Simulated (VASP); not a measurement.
A run of VASP 6.6.1 is set up as follows.

The input POSCAR:

```
Sn
1.0
    0.0000000000      3.2116418589      3.2116418589
    3.2116418589      0.0000000000      3.2116418589
    3.2116418589      3.2116418589      0.0000000000
Sn
2
Direct
    0.7500000000      0.7500000000      0.7500000000
    0.5000000000      0.5000000000      0.5000000000
```

Contents of INCAR.step1:

```
PREC     = Accurate       # precision mode
ENCUT    = 520            # plane-wave cutoff, eV
EDIFF    = 1E-5           # SCF threshold, eV
ISMEAR   = -1             # smearing method
SIGMA    = 0.05           # smearing width, eV
LREAL    = F              # projectors in reciprocal space
LASPH    = T              # aspherical terms in the spheres
NELM     = 60             # most SCF steps
ALGO     = Normal         # electronic algorithm
ISIF     = 2              # what is computed and relaxed
LWAVE    = T              # write WAVECAR
LCHARG   = F              # write CHGCAR
GGA      = PE             # functional
NBANDS   = 21             # bands
```

INCAR.step2

```
PREC     = Accurate       # precision mode
ENCUT    = 520            # plane-wave cutoff, eV
EDIFF    = 1E-6           # SCF threshold, eV
ISMEAR   = -1             # smearing method
SIGMA    = 0.05           # smearing width, eV
LREAL    = F              # projectors in reciprocal space
LASPH    = T              # aspherical terms in the spheres
NELM     = 60             # most SCF steps
ALGO     = Normal         # electronic algorithm
ISIF     = 2              # what is computed and relaxed
LWAVE    = F              # write WAVECAR
LCHARG   = F              # write CHGCAR
GGA      = B3             # functional
LHFCALC  = T              # exact exchange
AEXX     = 0.2            # exact-exchange fraction
AGGAX    = 0.72         
AGGAC    = 0.81         
ALDAC    = 0.19         
PRECFOCK = Normal       
ISTART   = 1            
NBANDS   = 21             # bands
```

The input KPOINTS:

```
Automatic mesh
0
Gamma
  4 4 4
```

Potentials or basis: VASP PAW PBE potentials, release 64 (Sn_d).

The run is started by

```sh
$ cat potpaw_PBE.64/Sn_d/POTCAR > POTCAR
$ cp INCAR.step1 INCAR
$ mpirun -np 1 vasp_std > vasp.out
$ cp INCAR.step2 INCAR
$ mpirun -np 1 vasp_std > vasp.out
```

**Question.** What does it give for the band gap on the k mesh?

**Answer.** Zero (filled and empty bands touch).

**Question.** What does it give for the pressure?

**Answer.** 6.1 GPa.

Caveat: the k points lie up to 0.42 Å⁻¹ apart; the PAW data sets were made with another functional, which shifts forces and pressure a little; spin-orbit coupling is left out, which moves the levels of the heavy elements.
